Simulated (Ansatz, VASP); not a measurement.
# Si2W in VASP and in Ansatz

File POSCAR:

```
Si2W
1.0
   -1.6060000000      1.6060000000      3.9400000000
    1.6060000000     -1.6060000000      3.9400000000
    1.6060000000      1.6060000000     -3.9400000000
Si W
2 1
Direct
    0.3344497795      0.3344497795      0.0000000000
    0.6655502205      0.6655502205      0.0000000000
    0.0000000000      0.0000000000      0.0000000000
```

The input INCAR.step1:

```
ALGO = Normal
EDIFF = 1E-4
ENCUT = 520
GGA = PE
ISMEAR = -1
LASPH = True
LCHARG = False
LREAL = False
LWAVE = True
NBANDS = 18
NELM = 100
PREC = Accurate
SIGMA = 0.05
```

File INCAR.step2:

```
ALGO = Normal
EDIFF = 1E-8
ENCUT = 520
ISIF = 2
ISMEAR = -1
ISTART = 1
LASPH = True
LCHARG = False
LEFG = True
LMIXTAU = True
LREAL = False
LWAVE = False
METAGGA = R2SCAN
NBANDS = 18
NELM = 100
PREC = Accurate
SIGMA = 0.05
```

File KPOINTS:

```
k-points
0
Gamma
  14 14 14
```

Input for Ansatz:

```yaml
crystal:
  lattice:
    - [-1.606, 1.606, 3.94]
    - [1.606, -1.606, 3.94]
    - [1.606, 1.606, -3.94]
  atoms:
    - { symbol: Si, position: [0.3344497795, 0.3344497795, 0.0] }
    - { symbol: Si, position: [0.6655502205, 0.6655502205, 0.0] }
    - { symbol: W, position: [0.0, 0.0, 0.0] }
kpoints:
  mp_grid: { grid: [14, 14, 14] }
scf:
  occupations: { method: fermi_dirac, width: 0.05 }
hamiltonian:
  xc: r2scan
  pseudopotentials: { kind: paw }
output:
  forces: true
  stress: true
  populations: true
  efg: { contact_densities: true }
  write_density: true
  write_potential: true
  elf: true
  volumetric_format: npy
```

Alike in both runs: task electric field gradients; functional r2SCAN; k mesh 14 × 14 × 14; occupations fermi-dirac, width 0.05 eV; no spin polarisation.

|  | VASP | Ansatz |
| --- | --- | --- |
| version | VASP 6.6.1 | Ansatz 0.2.0 |
| potentials or method | VASP PAW PBE potentials, release 64 (Si, W_sv) | plane-wave PAW, scalar-relativistic |
| plane-wave cutoff (eV) | 520 | 500 |
| valence electrons in the cell | 22 | 22 |

Ansatz gave:

| Item | Value |
| --- | --- |
| pressure (GPa) | -2.6 |
| traceless stress, the component that is largest in VASP (GPa) | -3.00 |
| rms of the force components (eV/Å) | 0.049 |
| size of Vzz on the site where it differs most (V/Å²) | 148.9 |

Question: Which values does VASP return?

Answer: Pressure (GPa): -2.4; traceless stress, the component that is largest in VASP (GPa): -3.17; rms of the force components (eV/Å): 0.045; size of Vzz on the site where it differs most (V/Å²): 123.2.

VASP's potentials were made for PBE, not for r2SCAN. Atom by atom the forces differ by 0.004 eV/Å (rms over components).

Spin-orbit coupling is off throughout.
